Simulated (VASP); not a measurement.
**CaSe: single point with PBE**

Crystal: CaSe.

```xyz
2
Lattice="0.0000 3.3593 3.3593 3.3593 0.0000 3.3593 3.3593 3.3593 0.0000" Properties=species:S:1:pos:R:3 pbc="T T T"
Ca    0.0000    0.0000    0.0000
Se    1.6797    1.6797    1.6797
```

This cell differs from its parent crystal: volume changed by +6%.

| Quantity | Value |
| --- | --- |
| Program | VASP 6.6.1 |
| Task | single point |
| Functional | PBE |
| Potentials or basis | VASP PAW PBE potentials, release 64 (Ca_sv, Se) |
| Cutoff | 520 eV |
| k mesh | 6 × 6 × 6 |
| Occupations | gaussian, width 0.01 eV |
| Spin | no spin polarisation |

```yaml
Pressure: -1.6 GPa
Band_gap_on_the_k_mesh: 2.99 eV, indirect (least direct gap 3.06 eV)
```

Levels at points of the mesh, in eV from the valence-band top:
```
           k point  band 4  band 5  band 6  band 7  band 8  band 9  band 10  band 11  band 12  band 13
(0.00, 0.00, 0.00)  -20.37  -10.25   -0.07   -0.07   -0.07    2.99     5.20     5.20     7.01     7.01
(0.50, 0.00, 0.00)  -20.37  -10.04   -1.14   -0.01   -0.01    4.91     5.30     5.30     5.54     6.09
(0.50, 0.50, 0.00)  -20.38   -9.97   -1.15   -0.05   -0.05    3.53     4.81     5.85     5.85     5.87
```

Run time: 23 s on 1 thread of AMD EPYC 7R43 64-Core Processor (Zen 3), on a shared host, peak memory 0.17 GiB.

 A k mesh can miss the band edges.
